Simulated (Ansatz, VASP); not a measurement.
**Hf: VASP beside Ansatz**

INCAR

```
SYSTEM = Hf
PREC = Accurate
ENCUT = 520
EDIFF = 1E-6
ISMEAR = 0
SIGMA = 0.1
LREAL = .False.
LASPH = .True.
NELM = 60
ALGO = Normal
ISIF = 2
LWAVE = .False.
LCHARG = .False.
GGA = PS
NBANDS = 17
```

Contents of KPOINTS:

```
Automatic mesh
0
Gamma
  15 15 8
  0 0 0
```

The input POSCAR:

```
Hf
1.0
    3.2312868022      0.0000000000      0.0000000000
   -1.6156434011      2.7983764576      0.0000000000
    0.0000000000      0.0000000000      5.1883923960
Hf
2
Direct
    0.3333333333      0.6666666667      0.2500000000
    0.6666666667      0.3333333333      0.7500000000
```

Input for Ansatz:

```yaml
crystal:
  lattice:
    - [3.2312868022, 0.0, 0.0]
    - [-1.6156434011, 2.7983764576, 0.0]
    - [0.0, 0.0, 5.188392396]
  atoms:
    - { symbol: Hf, position: [0.3333333333, 0.6666666667, 0.25] }
    - { symbol: Hf, position: [0.6666666667, 0.3333333333, 0.75] }
basis:
  ecutwfc: 420
kpoints:
  mp_grid: { grid: [15, 15, 8] }
hamiltonian:
  xc: pbesol
scf:
  occupations: { method: gaussian, width: 0.1 }
output:
  forces: true
  stress: true
  eigenvalues: true
  populations: true
```

Alike in both runs: task single point; functional PBEsol; k mesh 15 × 15 × 8; occupations gaussian, width 0.1 eV; no spin polarisation.

```csv
,VASP,Ansatz
version,VASP 6.6.1,Ansatz 0.2.0
potentials or method,"VASP PAW PBE potentials, release 64 (Hf_pv), cutoff 520 eV","scalar-relativistic, plane waves, PAW"
valence electrons in the cell,20,52
```

|  | VASP | Ansatz | Ansatz less VASP |
| --- | --- | --- | --- |
| gap on the k mesh at the Fermi level (eV) | none | none | - |
| pressure (GPa) | -8.5 | -8.1 | +0.38 |
| traceless stress, the component that is largest in VASP (GPa) | -1.27 | -1.21 | +0.052 |

VASP's potentials were made for PBE, not for PBEsol. A gap of «none» marks a metal or a gap that the smearing closes. VASP's potentials hold 20 valence electrons a cell and Ansatz's 52, so a difference there can come from the potentials and not from the codes.

Spin-orbit coupling is off throughout.
